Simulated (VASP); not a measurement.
# Pb (Fm-3m) in VASP: a series of runs

Runs on Pb. Level: PBEsol. Tasks: single point, relaxation of cell and atoms.

Everything below comes from runs of VASP 6.6.1. Logs are shortened: lines on timing, memory, paths and dates and some standing lists are left out, and cuts for length are marked.

## 1. The cell of the first run

Symmetry: Fm-3m, No. 225, cubic system. The conventional cell has a = 4.948 Å, b = 4.948 Å, c = 4.948 Å, α = 90.00°, β = 90.00°, γ = 90.00°. Within 4.6 Å of Pb (site symmetry m-3m) lie 12 Pb at 3.50 Å.

## 2. Single point, PBEsol

Contents of INCAR:

```
PREC = Accurate
ENCUT = 520
EDIFF = 1E-7
ISMEAR = 1
SIGMA = 0.1
LREAL = False
LASPH = True
NELM = 80
ALGO = Normal
ISIF = 2
LWAVE = False
LCHARG = False
GGA = PS
NBANDS = 13
```

Contents of KPOINTS:

```
regular mesh
0
Gamma
  7 7 7
```

Contents of POSCAR:

```
Pb
1.0
    0.0000000000      2.4740639747      2.4740639747
    2.4740639747      0.0000000000      2.4740639747
    2.4740639747      2.4740639747      0.0000000000
Pb
1
Direct
    0.0000000000      0.0000000000      0.0000000000
```

Potentials or basis: VASP PAW PBE potentials, release 64 (Pb_d).

Launch:

```sh
$ cat potpaw_PBE.64/Pb_d/POTCAR > POTCAR
$ mpirun -np 1 vasp_std > vasp.out
```

OUTCAR:

```text
PREC = Accurate
   ENCUT = 520
   EDIFF = 1E-7
   ISMEAR = 1
   LREAL = False
   LASPH = True
   NELM = 80
   ISIF = 2
   GGA = PS

 ion  position               nearest neighbor table
   1  0.000  0.000  0.000-

  LATTYP: Found a face centered cubic cell.
 ALAT       =     4.9481279494

  Lattice vectors:

 A1 = (   0.0000000000,   2.4740639747,   2.4740639747)
 A2 = (   2.4740639747,   0.0000000000,   2.4740639747)
 A3 = (   2.4740639747,   2.4740639747,   0.0000000000)

Analysis of symmetry for initial positions (statically):
=====================================================================
 Subroutine PRICEL returns:
 Original cell was already a primitive cell.

 Routine SETGRP: Setting up the symmetry group for a
 face centered cubic supercell.

 Subroutine GETGRP returns: Found 48 space group operations
 (whereof 48 operations were pure point group operations)
 out of a pool of 48 trial point group operations.

The static configuration has the point symmetry O_h .

Analysis of symmetry for dynamics (positions and initial velocities):
=====================================================================
 Subroutine PRICEL returns:
 Original cell was already a primitive cell.

 Routine SETGRP: Setting up the symmetry group for a
 face centered cubic supercell.

 Subroutine GETGRP returns: Found 48 space group operations
 (whereof 48 operations were pure point group operations)
 out of a pool of 48 trial point group operations.

The dynamic configuration has the point symmetry O_h .

 Subroutine INISYM returns: Found 48 space group operations
 (whereof 48 operations are pure point group operations),
 and found     1 'primitive' translations

----------------------------------------------------------------------------------------

                                     Primitive cell

  volume of cell :      30.2875

  direct lattice vectors                    reciprocal lattice vectors
     0.000000000  2.474063975  2.474063975    -0.202096633  0.202096633  0.202096633
     2.474063975  0.000000000  2.474063975     0.202096633 -0.202096633  0.202096633
     2.474063975  2.474063975  0.000000000     0.202096633  0.202096633 -0.202096633

  length of vectors
     3.498854827  3.498854827  3.498854827     0.350041637  0.350041637  0.350041637

  position of ions in fractional coordinates (direct lattice)
     0.000000000  0.000000000  0.000000000

  ion indices of the primitive-cell ions
   primitive index   ion index
                 1           1

----------------------------------------------------------------------------------------

 KPOINTS: regular mesh

Automatic generation of k-mesh.
 Grid dimensions read from file:
 generate k-points for:    7    7    7

 Generating k-lattice:

  Cartesian coordinates                     Fractional coordinates (reciprocal lattice)
    -0.028870948  0.028870948  0.028870948     0.142857143  0.000000000  0.000000000
     0.028870948 -0.028870948  0.028870948     0.000000000  0.142857143  0.000000000
     0.028870948  0.028870948 -0.028870948     0.000000000  0.000000000  0.142857143

  Length of vectors
     0.050005948  0.050005948  0.050005948

  Shift w.r.t. Gamma in fractional coordinates (k-lattice)
     0.000000000  0.000000000  0.000000000

 Subroutine IBZKPT returns following result:
 ===========================================

 Found     20 irreducible k-points:

 Following reciprocal coordinates:
            Coordinates               Weight
  0.000000  0.000000  0.000000      1.000000
  0.142857  0.000000  0.000000      8.000000
  0.285714  0.000000  0.000000      8.000000
  0.428571  0.000000  0.000000      8.000000
  0.142857  0.142857  0.000000      6.000000
  0.285714  0.142857  0.000000     24.000000
[... 12 lines left out ...]
 -0.428571  0.428571  0.142857     24.000000
 -0.285714  0.428571  0.142857     24.000000
   k-points           NKPTS =     20   k-points in BZ     NKDIM =     20   number of bands    NBANDS=     13
   number of dos      NEDOS =    301   number of ions     NIONS =      1
   total plane-waves  NPLWV =  21952
   dimension x,y,z NGX =    28 NGY =   28 NGZ =   28
   dimension x,y,z NGXF=    56 NGYF=   56 NGZF=   56
   ions per type =               1
   NGX,Y,Z   is equivalent  to a cutoff of  13.30, 13.30, 13.30 a.u.
   NGXF,Y,Z  is equivalent  to a cutoff of  26.61, 26.61, 26.61 a.u.
 SYSTEM =  unknown system
   PREC   = accura    normal or accurate (medium, high low for compatibility)
   ISTART =      0    job   : 0-new  1-cont  2-samecut
   ICHARG =      2    charge: 1-file 2-atom 10-const
   ISPIN  =      1    spin polarized calculation?
   LNONCOLLINEAR =      F non collinear calculations
   LSORBIT =      F    spin-orbit coupling
   LASPH  =      T    aspherical Exc in radial PAW
   ENCUT  =  520.0 eV  38.22 Ry    6.18 a.u.   6.51  6.51  6.51*2*pi/ulx,y,z
   NELM   =     80;   NELMIN=  2; NELMDL= -5     # of ELM steps
   EDIFF  = 0.1E-06   stopping-criterion for ELM
   LREAL  =      F    real-space projection
   EDIFFG = 0.1E-05   stopping-criterion for IOM
   NSW    =      0    number of steps for IOM
   IBRION =     -1    ionic relax: 0-MD 1-quasi-New 2-CG
   NFREE  =      0    steps in history (QN), initial steepest desc. (CG)
   ISIF   =      2    stress and relaxation
   ISYM   =      2    0-nonsym 1-usesym 2-fastsym
   POTIM  = 0.5000    time-step for ionic-motion
   TEBEG  =    0.0;   TEEND  =   0.0 temperature during run
   PSTRESS=    0.0 pullay stress
   NELECT =      14.0000    total number of electrons
   NUPDOWN=      -1.0000    fix difference up-down
   EMIN   =  10.00;   EMAX   =-10.00  energy-range for DOS
   EFERMI =   0.00;   METHOD = LEGACY
   ISMEAR =     1;   SIGMA  =   0.10  broadening in eV -4-tet -1-fermi 0-gaus
   EFERMI_NEDOS =   21; number of points for ismear=-14 and -15
   IALGO  =     38    algorithm
   IMIX   =      4    mixing-type and parameters
     AMIX     =   0.40;   BMIX     =  1.00
     AMIX_MAG =   1.60;   BMIX_MAG =  1.00
  volume/ion in A,a.u.               =      30.29       204.39
  Fermi-wavevector in a.u.,A,eV,Ry     =   1.265795  2.392005 21.799745  1.602236
  Thomas-Fermi vector in A             =   2.399029
   LORBIT       =      0    0 simple, 1 ext, 2 COOP (PROOUT), +10 PAW based schemes
   GGA     = PS    functional components
   LHFCALC =     F    Hartree Fock is set to
   AEXX    =    0.0000 exact exchange contribution
   IVDW    =     0    specifies the selected vdW correction
   LEPSILON=     F    determine dielectric tensor
   LRPA    =     F    only Hartree local field effects (RPA)
 non-spin polarized calculation
 Methfessel and Paxton  Order N= 1 SIGMA  =   0.10
  energy-cutoff  :      520.00
  volume of cell :       30.29
 maximum number of plane-waves:       869
 NGX is ok and might be reduce to    28
   NGX = 13   NGY = 13   NGZ = 13

 number of electron      13.9999999 magnetization

 Free energy of the ion-electron system (eV)
  ---------------------------------------------------
  ext. energy  EPLUGINS =         0.00000000
  ---------------------------------------------------
  free energy    TOTEN  =        -4.00828582 eV

  energy without entropy =       -4.00812373  energy(sigma->0) =       -4.00823179

 E-fermi :   6.9607     XC(G=0): -10.3451

 val. band max:        6.9101503705   @ k =   0.4286   0.2857   0.1429
 cond. band min:       7.3949376670   @ k =  -0.4286   0.4286   0.0000
 fundamental gap:      0.4847872965
 Fermi energy:         6.9607069785

 k-point     1 :       0.0000    0.0000    0.0000
  band No.  band energies     occupation
      1      -9.8645      2.00000
      2      -9.8645      2.00000
      3      -9.8645      2.00000
      4      -9.7215      2.00000
      5      -9.7215      2.00000
      6      -4.6598      2.00000
      7      14.5374      0.00000
      8      14.5374      0.00000
      9      14.5374      0.00000
     10      16.8775      0.00000
     11      18.4448      0.00000
     12      19.6031      0.00000
     13      19.6031      0.00000

 k-point     2 :       0.1429    0.0000    0.0000
  band No.  band energies     occupation
      1      -9.8660      2.00000
      2      -9.8398      2.00000
      3      -9.8398      2.00000
      4      -9.7194      2.00000
      5      -9.7194      2.00000
      6      -4.2657      2.00000
      7      11.1650      0.00000
      8      14.0978      0.00000
      9      14.0978      0.00000
     10      16.3658      0.00000
     11      19.7794      0.00000
     12      20.2584      0.00000
     13      20.3309      0.00000

 k-point     3 :       0.2857    0.0000    0.0000
  band No.  band energies     occupation
      1      -9.8772      2.00000
      2      -9.8311      2.00000
      3      -9.8311      2.00000
      4      -9.6664      2.00000
      5      -9.6664      2.00000
      6      -3.0987      2.00000
      7       6.8382      2.07092
      8      13.3068      0.00000
      9      13.3068      0.00000
     10      16.0529      0.00000
     11      18.1796      0.00000
     12      19.1661      0.00000
     13      19.1661      0.00000
[... 241 lines left out ...]
 k-point    19 :      -0.4286    0.4286    0.1429
  band No.  band energies     occupation
      1      -9.9420      2.00000
      2      -9.8833      2.00000
      3      -9.6812      2.00000
      4      -9.6185      2.00000
      5      -9.5684      2.00000
      6      -0.0533      2.00000
      7       4.9617      2.00000
      8       7.5901     -0.00000
      9       8.2857     -0.00000
     10      15.3025      0.00000
     11      16.2534      0.00000
     12      21.6197      0.00000
     13      24.3873      0.00000

 k-point    20 :      -0.2857    0.4286    0.1429
  band No.  band energies     occupation
      1      -9.8899      2.00000
      2      -9.8074      2.00000
      3      -9.7499      2.00000
      4      -9.6742      2.00000
      5      -9.5699      2.00000
      6       0.3183      2.00000
      7       5.4071      2.00000
      8       5.6518      2.00000
      9       8.5332     -0.00000
     10      16.1514      0.00000
     11      19.6322      0.00000
     12      20.5153      0.00000
     13      20.7559      0.00000

------------------------ aborting loop because EDIFF is reached ----------------------------------------

  FORCE on cell =-STRESS in cart. coord.  units (eV):
  Direction    XX          YY          ZZ          XY          YZ          ZX
  --------------------------------------------------------------------------------------
  -------------------------------------------------------------------------------------
  Total       -0.0096668     -0.0096668     -0.0096668     -0.0000000      0.0000000     -0.0000000
  in kB       -0.5113661     -0.5113661     -0.5113661     -0.0000000      0.0000000     -0.0000000
  external PRESSURE =      -0.5113661 kB  Pullay stress =       0.0000000 kB

 VOLUME and BASIS-vectors are now :
 -----------------------------------------------------------------------------
  energy-cutoff  :      520.00
  volume of cell :       30.29
      direct lattice vectors                 reciprocal lattice vectors
     0.000000000  2.474063975  2.474063975    -0.202096633  0.202096633  0.202096633
     2.474063975  0.000000000  2.474063975     0.202096633 -0.202096633  0.202096633
     2.474063975  2.474063975  0.000000000     0.202096633  0.202096633 -0.202096633

 POSITION                                       TOTAL-FORCE (eV/Angst)
 -----------------------------------------------------------------------------------
      0.00000      0.00000      0.00000         0.000000      0.000000      0.000000
 -----------------------------------------------------------------------------------
    total drift:                               -0.000000     -0.000000     -0.000000

  FREE ENERGIE OF THE ION-ELECTRON SYSTEM (eV)
  ---------------------------------------------------
  free  energy   TOTEN  =        -4.0082858173 eV

  energy  without entropy=       -4.0081237322  energy(sigma->0) =       -4.00823179
```

Wall time 6.6 s (1 thread of Intel Xeon Platinum 8488C (Sapphire Rapids), shared host); peak memory 0.15 GiB.

What came out:

| Quantity | Value |
| --- | --- |
| Free energy | -4.0083 eV |
| Pressure | -0.1 GPa |
| Band gap on the k mesh | zero (band 7 reaches 14.54 eV, above the bottom of band 8 at 5.65 eV) |

Caveat: the PAW data sets were made with another functional, which shifts forces and pressure a little; spin-orbit coupling is left out, which moves the levels of the heavy elements.

## 3. Relaxation of cell and atoms, PBEsol

Contents of INCAR:

```
SYSTEM = Pb
  ALGO = Normal
  EDIFF = 1E-7
  EDIFFG = -0.01
  ENCUT = 600
  GGA = PS
  IBRION = 2
  ISIF = 3
  ISMEAR = 1
  LASPH = .True.
  LCHARG = .False.
  LREAL = .False.
  LWAVE = .False.
  NELM = 100
  NSW = 80
  PREC = Accurate
  SIGMA = 0.1
```

Contents of KPOINTS:

```
k-points
0
Gamma
  7 7 7
  0 0 0
```

Contents of POSCAR:

```
Pb
1.0
    0.0000000000      2.4750200000      2.4750200000
    2.4750200000      0.0000000000      2.4750200000
    2.4750200000      2.4750200000      0.0000000000
Pb
1
Direct
    0.0000000000      0.0000000000      0.0000000000
```

Potentials or basis: VASP PAW PBE potentials, release 64 (Pb_d).

Launch:

```sh
$ cat potpaw_PBE.64/Pb_d/POTCAR > POTCAR
$ mpirun -np 1 vasp_std > vasp.out
```

OUTCAR:

```text
SYSTEM = Pb
   EDIFF = 1E-7
   EDIFFG = -0.01
   ENCUT = 600
   GGA = PS
   IBRION = 2
   ISIF = 3
   ISMEAR = 1
   LASPH = .True.
   LREAL = .False.
   NELM = 100
   NSW = 80
   PREC = Accurate

 ion  position               nearest neighbor table
   1  0.000  0.000  0.000-

  LATTYP: Found a face centered cubic cell.
 ALAT       =     4.9500400000

  Lattice vectors:

[... 456 lines left out ...]
     10      16.1323      0.00000
     11      19.6108      0.00000

------------------------ aborting loop because EDIFF is reached ----------------------------------------

  FORCE on cell =-STRESS in cart. coord.  units (eV):
  Direction    XX          YY          ZZ          XY          YZ          ZX
  --------------------------------------------------------------------------------------
  -------------------------------------------------------------------------------------
  Total       -0.0062203     -0.0062203     -0.0062203      0.0000000      0.0000000      0.0000000
  in kB       -0.3286667     -0.3286667     -0.3286667      0.0000000      0.0000000      0.0000000
  external PRESSURE =      -0.3286667 kB  Pullay stress =       0.0000000 kB

 VOLUME and BASIS-vectors are now :
 -----------------------------------------------------------------------------
  energy-cutoff  :      600.00
  volume of cell :       30.32
      direct lattice vectors                 reciprocal lattice vectors
     0.000000000  2.475020000  2.475020000    -0.202018570  0.202018570  0.202018570
     2.475020000  0.000000000  2.475020000     0.202018570 -0.202018570  0.202018570
     2.475020000  2.475020000  0.000000000     0.202018570  0.202018570 -0.202018570

 POSITION                                       TOTAL-FORCE (eV/Angst)
 -----------------------------------------------------------------------------------
      0.00000      0.00000      0.00000         0.000000     -0.000000      0.000000
 -----------------------------------------------------------------------------------
    total drift:                               -0.000000     -0.000000     -0.000000

  FREE ENERGIE OF THE ION-ELECTRON SYSTEM (eV)
  ---------------------------------------------------
  free  energy   TOTEN  =        -4.0083861045 eV

  energy  without entropy=       -4.0082088878  energy(sigma->0) =       -4.00832703

 reached required accuracy - stopping structural energy minimisation
```

CONTCAR:

```text
Pb
   1.00000000000000
     0.0000000000000000    2.4750200000000002    2.4750200000000002
     2.4750200000000002    0.0000000000000000    2.4750200000000002
     2.4750200000000002    2.4750200000000002    0.0000000000000000
  Pb
     1
Direct
     0.0000000000000000    0.0000000000000000    0.0000000000000000

  0.00000000E+00  0.00000000E+00  0.00000000E+00
```

Run time: 5.5 s. Hardware: 1 thread of Intel Xeon Platinum 8488C (Sapphire Rapids), shared host; peak memory 0.15 GiB.

What came out:

```yaml
Free_energy: -4.0084 eV
Pressure_after_relaxing: 0.0 GPa
Band_gap_on_the_k_mesh: zero (band 7 reaches 14.52 eV, above the bottom of band 8 at 5.64 eV)
```

Final structure:
```
Pb
1.0
     0.00000    2.47502    2.47502
     2.47502    0.00000    2.47502
     2.47502    2.47502    0.00000
Pb
1
Direct
  0.00000 0.00000 0.00000
```

Caveat: the relaxation stopped at its first step, so nothing moved; the PAW data sets were made with another functional, which shifts forces and pressure a little; spin-orbit coupling is left out, which moves the levels of the heavy elements.
